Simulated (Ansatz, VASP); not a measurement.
C in VASP and in Ansatz

```
CELL_PARAMETERS angstrom
1.23328 -2.13604 0.00000
1.23328 2.13604 0.00000
0.00000 0.00000 8.70703
ATOMIC_POSITIONS crystal
C 0.08333 0.91667 0.76992
C 0.58333 0.41667 0.23008
C 0.91667 0.08333 0.23008
C 0.41667 0.58333 0.76992
```

Change from the starting cell: mode 1 frozen in at +0.000 Å and mode 6 at +0.171 Å (largest displacements).

Alike in both runs: task single point; functional PBE; k mesh 18 × 18 × 6; occupations gaussian, width 0.15 eV; no spin polarisation.

```csv
,VASP,Ansatz
version,VASP 6.6.1,Ansatz 0.2.0
potentials or method,"VASP PAW PBE potentials, release 64 (C), cutoff 520 eV","scalar-relativistic, plane waves, PAW"
valence electrons in the cell,16,16
```

```csv
,VASP,Ansatz,Ansatz less VASP
gap on the k mesh at the Fermi level (eV),0.05,0.05,0.000
least direct gap on the mesh (eV),0.05,0.05,0.000
pressure (GPa),0.4,0.0,-0.34
"traceless stress, the component that is largest in VASP (GPa)",-0.34,0.08,+0.415
rms of the force components (eV/Å),0.003,0.003,+0.0001
```

Atom by atom the forces differ by 0.000 eV/Å (rms over components).
